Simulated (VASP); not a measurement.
SrCa3, 4 atoms in the cell. Symmetry: Fm-3m, No. 225, cubic system. The conventional cell has a = 8.559 Å, b = 8.559 Å, c = 8.559 Å, α = 90.00°, β = 90.00°, γ = 90.00°. Within 4.9 Å of Sr (site symmetry m-3m) lie 14 Ca at 3.71 to 4.28 Å. Ca (site symmetry -43m) has 4 Sr at 3.71 Å and 10 Ca at 3.71 to 4.28 Å within 4.9 Å. Ca (site symmetry m-3m) has 8 Ca at 3.71 Å and 6 Sr at 4.28 Å within 4.9 Å. 

* Program: VASP 6.6.1
* Task: single point
* Functional: PBEsol
* Dispersion: D3(BJ)
* Potentials or basis: VASP PAW PBE potentials, release 64 (Sr_sv, Ca_sv)
* Cutoff: 520 eV
* k mesh: 4 × 4 × 4
* Occupations: gaussian, width 0.05 eV
* Spin: no spin polarisation
* Dipole correction: no
* Further INCAR settings: ALGO = Normal; EDIFF = 1e-06; NBANDS = 28

Potentials or basis: VASP PAW PBE potentials, release 64 (Sr_sv, Ca_sv).

Command:

```sh
$ cat potpaw_PBE.64/Sr_sv/POTCAR potpaw_PBE.64/Ca_sv/POTCAR > POTCAR
$ mpirun -np 1 vasp_std > vasp.out
```

Hardware: 1 thread of Intel(R) Xeon(R) Platinum 8259CL CPU @ 2.50GHz (Skylake/Cascade Lake), on a shared host.

Q: How long does it take, and how much memory?

A: Run time: 110 s on 1 thread of Intel(R) Xeon(R) Platinum 8259CL CPU @ 2.50GHz (Skylake/Cascade Lake) (shared host), peak memory 0.33 GiB. Counts: scf iterations 13, k points 8.
